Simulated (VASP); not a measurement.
Runs of VASP 6.6.1 on Mo. The structure is that of space group Im-3m (No. 229), or close to it. The cells are those of the table. 

```csv
task,spin,cell,k mesh,cutoff (eV),gap on the mesh (eV),pressure (GPa),relaxed volume (Å³/atom)
single point,off,"a = 2.623 Å, angles 109.5°, 1 atom",24 × 24 × 24,520,none,44.3,-
single point,off,"a = 2.710 Å, angles 109.5°, 1 atom",24 × 24 × 24,520,none,(a),-
single point,off,"a = 2.764 Å, angles 109.5°, 1 atom",24 × 24 × 24,520,none,(c),-
single point,off,"a = 2.740 Å, angles 109.5°, 1 atom",8 × 8 × 8,520,none,0.6,-
relaxation of cell and atoms,off,"relaxed from a = 2.735 Å, angles 109.5°, 1 atom",8 × 8 × 8,600,none,0.0,(b)
single point,off,"a = 2.826 Å, angles 109.5°, 1 atom",24 × 24 × 24,520,none,-19.8,-
single point,off,"a = 2.681 Å, angles 109.5°, 1 atom",24 × 24 × 24,520,none,18.9,-
single point,"collinear, ferromagnetic start","a = 2.740 Å, angles 109.5°, 1 atom",8 × 8 × 8,520,none,0.5,-
single point,off,"a = 2.737 Å, angles 109.5°, 1 atom",24 × 24 × 24,520,none,0.6,-
relaxation of cell and atoms,off,"relaxed from a = 2.740 Å, angles 109.5°, 1 atom",24 × 24 × 24,600,none,0.0,15.81
single point,off,"a = 2.791 Å, angles 109.5°, 1 atom",24 × 24 × 24,520,none,-12.9,-
```

Alike in all rows: level PBE; potentials or basis VASP PAW PBE potentials, release 64 (Mo_sv); smearing gaussian 0.1 eV.

**Question.** Estimate the missing entries.

**Answer.** (a) 9.0; (b) 15.85; (c) -6.7.

A k mesh can miss the band edges, and the runs leave out spin-orbit coupling on Mo.

A gap of «none» marks levels without a gap at the run's occupations.
